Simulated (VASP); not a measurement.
NbTe, 2 atoms in the cell. Symmetry: P-6m2, No. 187, hexagonal system. The conventional cell has a = 3.703 Å, b = 3.703 Å, c = 3.694 Å, α = 90.00°, β = 90.00°, γ = 120.00°. Te (site symmetry -6m2) has 6 Nb at 2.83 Å and 8 Te at 3.69 to 3.70 Å within 3.8 Å. Within 3.8 Å of Nb (site symmetry -6m2) lie 6 Te at 2.83 Å and 8 Nb at 3.69 to 3.70 Å. 

| Item | Value |
| --- | --- |
| Program | VASP 6.6.1 |
| Task | single point |
| Functional | PBE |
| Potentials or basis | VASP PAW PBE potentials, release 64 (Te, Nb_sv) |
| Cutoff | 520 eV |
| k mesh | 8 × 8 × 7 |
| Occupations | gaussian, width 0.017 eV |
| Spin | no spin polarisation |
| Dipole correction | no |
| Further INCAR settings | ALGO = Normal; EDIFF = 1e-06; NBANDS = 16 |

Potentials or basis: VASP PAW PBE potentials, release 64 (Te, Nb_sv).

The run is started by

```sh
$ cat potpaw_PBE.64/Te/POTCAR potpaw_PBE.64/Nb_sv/POTCAR > POTCAR
$ mpirun -np 1 vasp_std > vasp.out
```

Hardware: 1 thread of Intel(R) Xeon(R) Platinum 8259CL CPU @ 2.50GHz (Skylake/Cascade Lake), with other jobs on the host.

Q: How long does it take, and how much memory?

A: Wall time 20 s on 1 thread of Intel(R) Xeon(R) Platinum 8259CL CPU @ 2.50GHz (Skylake/Cascade Lake), with other jobs on the host, peak memory 0.17 GiB. Counts: scf iterations 13, k points 40.
